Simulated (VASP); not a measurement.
# SrO (C2) in VASP: single point with PBE

Aim: the single point of SrO with PBE.

Everything below comes from runs of VASP 6.6.1. Logs are shortened: lines on timing, memory, paths and dates and some standing lists are left out, and cuts for length are marked.

## Step 1: The cell of the first run

Symmetry: C2, No. 5, monoclinic system. Conventional cell: a = 6.340 Å, b = 3.792 Å, c = 3.709 Å, α = 90.00°, β = 122.60°, γ = 90.00°. Within 3.2 Å of Sr (site symmetry 2) lie 6 O at 2.44 to 2.88 Å. Within 3.2 Å of O (site symmetry 2) lie 6 Sr at 2.44 to 2.88 Å.

## Step 2: Single point, PBE (strained and its atoms moved)

File INCAR:

```
SYSTEM = SrO
PREC = Accurate
ENCUT = 520
EDIFF = 1E-6
ISMEAR = 0
SIGMA = 0.02
LREAL = .FALSE.
LASPH = .TRUE.
NELM = 60
ALGO = Normal
ISIF = 2
LWAVE = .FALSE.
LCHARG = .FALSE.
GGA = PE
NBANDS = 15
```

File KPOINTS:

```
Automatic mesh
0
G
  8 8 8
  0 0 0
```

File POSCAR:

```
SrO
1.0
   -0.0217919040      2.7248103360      2.7029670360
    2.6811751320      0.0000000000      2.6811751320
    2.6001750360      2.6220183360      0.0810000960
Sr O
1 1
Direct
    0.0000000000      0.0412740358      0.0000000000
    0.5000000000      0.4587259642      0.5000000000
```

Potentials or basis: VASP PAW PBE potentials, release 64 (Sr_sv, O).

On the command line:

```bash
$ cat potpaw_PBE.64/Sr_sv/POTCAR potpaw_PBE.64/O/POTCAR > POTCAR
$ mpirun -np 1 vasp_std > vasp.out
```

OUTCAR:

```text
SYSTEM = SrO
   PREC = Accurate
   ENCUT = 520
   EDIFF = 1E-6
   ISMEAR = 0
   LREAL = .FALSE.
   LASPH = .TRUE.
   NELM = 60
   ISIF = 2
   GGA = PE

 ion  position               nearest neighbor table
   1  0.000  0.041  0.000-   2 2.44   2 2.44   2 2.69   2 2.69   2 2.88   2 2.88
   2  0.500  0.459  0.500-   1 2.44   1 2.44   1 2.69   1 2.69   1 2.88   1 2.88

  LATTYP: Found a base centered monoclinic cell.
 ALAT       =     6.3397480529
 B/A-ratio  =     0.5980922591
 C/A-ratio  =     0.5851093257
 COS(beta)  =    -0.5388173700

  Lattice vectors:

 A1 = (   2.6001750360,   2.6220183360,   0.0810000960)
 A2 = (  -0.0810000960,   2.6220183360,  -2.6001750360)
 A3 = (  -2.6219669400,   0.1027920000,   2.6219669400)

Analysis of symmetry for initial positions (statically):
=====================================================================
 Subroutine PRICEL returns:
 Original cell was already a primitive cell.

 Routine SETGRP: Setting up the symmetry group for a
 base centered monoclinic supercell.

 Subroutine GETGRP returns: Found  2 space group operations
 (whereof  2 operations were pure point group operations)
 out of a pool of  4 trial point group operations.

The static configuration has the point symmetry C_2 .

Analysis of symmetry for dynamics (positions and initial velocities):
=====================================================================
 Subroutine PRICEL returns:
 Original cell was already a primitive cell.

 Routine SETGRP: Setting up the symmetry group for a
 base centered monoclinic supercell.

 Subroutine GETGRP returns: Found  2 space group operations
 (whereof  2 operations were pure point group operations)
 out of a pool of  4 trial point group operations.

The dynamic configuration has the point symmetry C_2 .

 Subroutine INISYM returns: Found  2 space group operations
 (whereof  2 operations are pure point group operations),
 and found     1 'primitive' translations

----------------------------------------------------------------------------------------

                                     Primitive cell

  volume of cell :      37.5596

  direct lattice vectors                    reciprocal lattice vectors
    -0.021791904  2.724810336  2.702967036    -0.187171488  0.179830063  0.187171488
     2.681175132  0.000000000  2.681175132     0.182816516 -0.187167819  0.190154272
     2.600175036  2.622018336  0.081000096     0.194509244  0.194505576 -0.194509244

  length of vectors
     3.838111131  3.791754235  3.693568923     0.320008099  0.323438275  0.336897776

  position of ions in fractional coordinates (direct lattice)
     0.000000000  0.041274036  0.000000000
     0.500000000  0.458725964  0.500000000

  ion indices of the primitive-cell ions
   primitive index   ion index
                 1           1
                 2           2

----------------------------------------------------------------------------------------

 KPOINTS: Automatic mesh

Automatic generation of k-mesh.
 Grid dimensions read from file:
 generate k-points for:    8    8    8

 Generating k-lattice:

  Cartesian coordinates                     Fractional coordinates (reciprocal lattice)
    -0.023396436  0.022478758  0.023396436     0.125000000  0.000000000 -0.000000000
     0.022852064 -0.023395977  0.023769284    -0.000000000  0.125000000 -0.000000000
     0.024313656  0.024313197 -0.024313656     0.000000000  0.000000000  0.125000000

  Length of vectors
     0.040001012  0.040429784  0.042112222

  Shift w.r.t. Gamma in fractional coordinates (k-lattice)
     0.000000000  0.000000000  0.000000000

 Subroutine IBZKPT returns following result:
 ===========================================

 Found    150 irreducible k-points:

 Following reciprocal coordinates:
            Coordinates               Weight
  0.000000  0.000000  0.000000      1.000000
  0.125000  0.000000 -0.000000      2.000000
  0.250000  0.000000 -0.000000      2.000000
  0.375000  0.000000 -0.000000      2.000000
  0.500000  0.000000 -0.000000      1.000000
 -0.000000  0.125000 -0.000000      4.000000
[... 16 lines left out ...]
  0.125000  0.375000 -0.000000      4.000000
  0.250000  0.375000  0.000000      4.000000
 [... further k-points ...]
   k-points           NKPTS =    150   k-points in BZ     NKDIM =    150   number of bands    NBANDS=     15
   number of dos      NEDOS =    301   number of ions     NIONS =      2
   total plane-waves  NPLWV =  23520
   dimension x,y,z NGX =    30 NGY =   28 NGZ =   28
   dimension x,y,z NGXF=    60 NGYF=   56 NGZF=   56
   ions per type =               1   1
   NGX,Y,Z   is equivalent  to a cutoff of  12.99, 12.28, 12.60 a.u.
   NGXF,Y,Z  is equivalent  to a cutoff of  25.99, 24.55, 25.21 a.u.
 SYSTEM =  SrO
   PREC   = accura    normal or accurate (medium, high low for compatibility)
   ISTART =      0    job   : 0-new  1-cont  2-samecut
   ICHARG =      2    charge: 1-file 2-atom 10-const
   ISPIN  =      1    spin polarized calculation?
   LNONCOLLINEAR =      F non collinear calculations
   LSORBIT =      F    spin-orbit coupling
   LASPH  =      T    aspherical Exc in radial PAW
   ENCUT  =  520.0 eV  38.22 Ry    6.18 a.u.   7.14  7.05  6.87*2*pi/ulx,y,z
   NELM   =     60;   NELMIN=  2; NELMDL= -5     # of ELM steps
   EDIFF  = 0.1E-05   stopping-criterion for ELM
   LREAL  =      F    real-space projection
   EDIFFG = 0.1E-04   stopping-criterion for IOM
   NSW    =      0    number of steps for IOM
   IBRION =     -1    ionic relax: 0-MD 1-quasi-New 2-CG
   NFREE  =      0    steps in history (QN), initial steepest desc. (CG)
   ISIF   =      2    stress and relaxation
   ISYM   =      2    0-nonsym 1-usesym 2-fastsym
   POTIM  = 0.5000    time-step for ionic-motion
   TEBEG  =    0.0;   TEEND  =   0.0 temperature during run
   PSTRESS=    0.0 pullay stress
   NELECT =      16.0000    total number of electrons
   NUPDOWN=      -1.0000    fix difference up-down
   EMIN   =  10.00;   EMAX   =-10.00  energy-range for DOS
   EFERMI =   0.00;   METHOD = LEGACY
   ISMEAR =     0;   SIGMA  =   0.02  broadening in eV -4-tet -1-fermi 0-gaus
   EFERMI_NEDOS =   21; number of points for ismear=-14 and -15
   IALGO  =     38    algorithm
   IMIX   =      4    mixing-type and parameters
     AMIX     =   0.40;   BMIX     =  1.00
     AMIX_MAG =   1.60;   BMIX_MAG =  1.00
  volume/ion in A,a.u.               =      18.78       126.73
  Fermi-wavevector in a.u.,A,eV,Ry     =   1.231803  2.327769 20.644629  1.517337
  Thomas-Fermi vector in A             =   2.366598
   LORBIT       =      0    0 simple, 1 ext, 2 COOP (PROOUT), +10 PAW based schemes
   GGA     = PE    functional components
   LHFCALC =     F    Hartree Fock is set to
   AEXX    =    0.0000 exact exchange contribution
   IVDW    =     0    specifies the selected vdW correction
   LEPSILON=     F    determine dielectric tensor
   LRPA    =     F    only Hartree local field effects (RPA)
 non-spin polarized calculation
 Gauss-broadening in eV      SIGMA  =   0.02
  energy-cutoff  :      520.00
  volume of cell :       37.56
 maximum number of plane-waves:      1032
 NGX is ok and might be reduce to    30
   NGX = 15   NGY = 15   NGZ = 13

 number of electron      15.9999998 magnetization

 Free energy of the ion-electron system (eV)
  ---------------------------------------------------
  ext. energy  EPLUGINS =         0.00000000
  ---------------------------------------------------
  free energy    TOTEN  =       -11.92821158 eV

  energy without entropy =      -11.92821158  energy(sigma->0) =      -11.92821158

 E-fermi :   1.2629     XC(G=0):  -9.5403

 val. band max:        1.1024797116   @ k =   0.0000   0.0000   0.0000
 cond. band min:       4.4647986700   @ k =   0.0000   0.0000   0.0000
 fundamental gap:      3.3623189584
 Fermi energy:         1.2628536428

 k-point     1 :       0.0000    0.0000    0.0000
  band No.  band energies     occupation
      1     -31.4808      2.00000
      2     -14.0538      2.00000
      3     -13.2186      2.00000
      4     -13.2010      2.00000
      5     -12.9574      2.00000
      6       0.9741      2.00000
      7       0.9831      2.00000
      8       1.1025      2.00000
      9       4.4648      0.00000
     10       7.1492      0.00000
     11       7.4023      0.00000
     12       7.7488      0.00000
     13       9.2852      0.00000
     14       9.6342      0.00000
     15      13.3737      0.00000

 k-point     2 :       0.1250    0.0000   -0.0000
  band No.  band energies     occupation
      1     -31.4686      2.00000
      2     -14.3370      2.00000
      3     -13.2575      2.00000
      4     -13.2223      2.00000
      5     -12.6630      2.00000
      6       0.5224      2.00000
      7       0.9657      2.00000
      8       1.0177      2.00000
      9       5.0804      0.00000
     10       6.8702      0.00000
     11       7.6287      0.00000
     12       7.9055      0.00000
     13       9.6583      0.00000
     14      10.0621      0.00000
     15      14.1684      0.00000

 k-point     3 :       0.2500    0.0000   -0.0000
  band No.  band energies     occupation
      1     -31.4388      2.00000
      2     -14.8133      2.00000
      3     -13.2745      2.00000
      4     -13.2506      2.00000
      5     -12.2619      2.00000
      6      -0.1167      2.00000
      7       0.7332      2.00000
      8       0.7757      2.00000
      9       6.3342      0.00000
     10       6.8282      0.00000
     11       8.1116      0.00000
     12       8.4195      0.00000
     13      10.5277      0.00000
     14      10.9500      0.00000
     15      15.7511      0.00000
[... 343 lines left out ...]
 k-point    23 :       0.1250    0.3750   -0.0000
  band No.  band energies     occupation
      1     -31.4071      2.00000
      2     -14.9529      2.00000
      3     -13.3437      2.00000
      4     -13.2983      2.00000
      5     -12.2484      2.00000
      6      -0.3736      2.00000
      7       0.3661      2.00000
      8       0.6583      2.00000
      9       6.4314      0.00000
     10       7.6289      0.00000
     11       9.1008      0.00000
     12       9.6930      0.00000
     13      10.9503      0.00000
     14      11.5473      0.00000
     15      15.4564      0.00000

 k-point    24 :       0.2500    0.3750    0.0000
  band No.  band energies     occupation
      1     -31.3950      2.00000
      2     -14.7722      2.00000
      3     -13.4746      2.00000
      4     -13.3790      2.00000
      5     -12.4676      2.00000
      6      -0.0330      2.00000
      7       0.6380      2.00000
      8       0.9175      2.00000
      9       5.5483      0.00000
     10       7.3459      0.00000
     11       9.7044      0.00000
     12      10.2480      0.00000
     13      10.6658      0.00000
     14      11.3061      0.00000
     15      15.8020      0.00000

 [... further k-points ...]
[... 5 lines left out ...]
  --------------------------------------------------------------------------------------
  -------------------------------------------------------------------------------------
  Total       -0.2882078     -1.2211214     -0.2882078      0.4421413     -0.4421413     -0.2775656
  in kB      -12.2940541    -52.0892623    -12.2940541     18.8603799    -18.8603826    -11.8400890
  external PRESSURE =     -25.5591235 kB  Pullay stress =       0.0000000 kB

 VOLUME and BASIS-vectors are now :
 -----------------------------------------------------------------------------
  energy-cutoff  :      520.00
  volume of cell :       37.56
      direct lattice vectors                 reciprocal lattice vectors
    -0.021791904  2.724810336  2.702967036    -0.187171488  0.179830063  0.187171488
     2.681175132  0.000000000  2.681175132     0.182816516 -0.187167819  0.190154272
     2.600175036  2.622018336  0.081000096     0.194509244  0.194505576 -0.194509244

 POSITION                                       TOTAL-FORCE (eV/Angst)
 -----------------------------------------------------------------------------------
      0.11066      0.00000      0.11066        -0.375118     -0.000000     -0.375118
      2.51912      2.67341      2.62191         0.375118      0.000000      0.375118
 -----------------------------------------------------------------------------------
    total drift:                                0.000096      0.000018      0.000102

  FREE ENERGIE OF THE ION-ELECTRON SYSTEM (eV)
  ---------------------------------------------------
  free  energy   TOTEN  =       -11.9282115838 eV

  energy  without entropy=      -11.9282115838  energy(sigma->0) =      -11.92821158
```

It took 74 s on 1 thread of Intel Xeon Platinum 8488C (Sapphire Rapids), shared host; peak memory 0.22 GiB.

Results:

- Free energy: -11.9282 eV
- Pressure: -2.6 GPa
- Largest force: 0.530 eV/Å
- Band gap on the k mesh: 3.36 eV

Forces in eV/Å, atoms in the order of the input:
```
Sr  -0.375  0.000 -0.375
O    0.375  0.000  0.375
```

Caveat: the cell differs from its parent crystal (strained and its atoms moved). A k mesh can miss the band edges.
